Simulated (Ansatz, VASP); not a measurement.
# Two plane-wave programs on Ge

```
Ge
1.0
    -0.03027    2.83597    2.83597
     2.83597   -0.03027    2.83597
     2.83597    2.83597   -0.03027
Ge
2
Direct
  0.99924 0.99924 0.99924
  0.25076 0.25076 0.25076
```

Change from the starting cell: strained cell.

Alike in both runs: functional PBEsol; k mesh 12 × 12 × 12; occupations gaussian, width 0.1 eV; no spin polarisation.

Ansatz relaxed the structure, and its values are those at the end. VASP's run is a single point on that final structure, the one shown.

|  | VASP | Ansatz |
| --- | --- | --- |
| version | VASP 6.6.1 | Ansatz 0.2.0 |
| potentials or method | VASP PAW PBE potentials, release 64 (Ge_d), cutoff 520 eV | scalar-relativistic, plane waves, PAW |
| valence electrons in the cell | 28 | 28 |

|  | VASP | Ansatz | Ansatz less VASP |
| --- | --- | --- | --- |
| gap on the k mesh at the Fermi level (eV) | none | none | - |
| pressure (GPa) | -1.3 | -0.9 | +0.39 |

VASP's potentials were made for PBE, not for PBEsol. A gap of «none» marks a metal or a gap that the smearing closes. The functional is the same, so the differences come from potentials, cutoffs and numerics. Ansatz's warnings: stress scf threshold loose.
